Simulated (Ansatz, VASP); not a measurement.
**One calculation of LiH, two programs**

```
Li H
1.0
     0.00000    2.19510    2.03250
     2.19510    0.00000    2.03250
     2.19510    2.19510    0.00000
Li H
1 1
Direct
  0.00000 0.00000 0.00000
  0.50000 0.50000 0.50000
```

Change from the starting cell: strain +0.080 along x and y, +0.000 along z, atoms carried along.

Alike in both runs: task single point; functional PBE; k mesh 10 × 10 × 10; occupations gaussian, width 0.05 eV; no spin polarisation.

```csv
,VASP,Ansatz
version,VASP 6.6.1,Ansatz 0.2.0
potentials or method,"VASP PAW PBE potentials, release 64 (Li_sv, H), cutoff 520 eV","scalar-relativistic, plane waves, PAW"
valence electrons in the cell,4,4
```

|  | VASP | Ansatz | Ansatz less VASP |
| --- | --- | --- | --- |
| gap on the k mesh at the Fermi level (eV) | 2.47 | 2.48 | +0.007 |
| least direct gap on the mesh (eV) | 2.98 | 2.99 | +0.008 |

Noted on VASP's run: the cutoff is short for stress, so the pressure is rough.
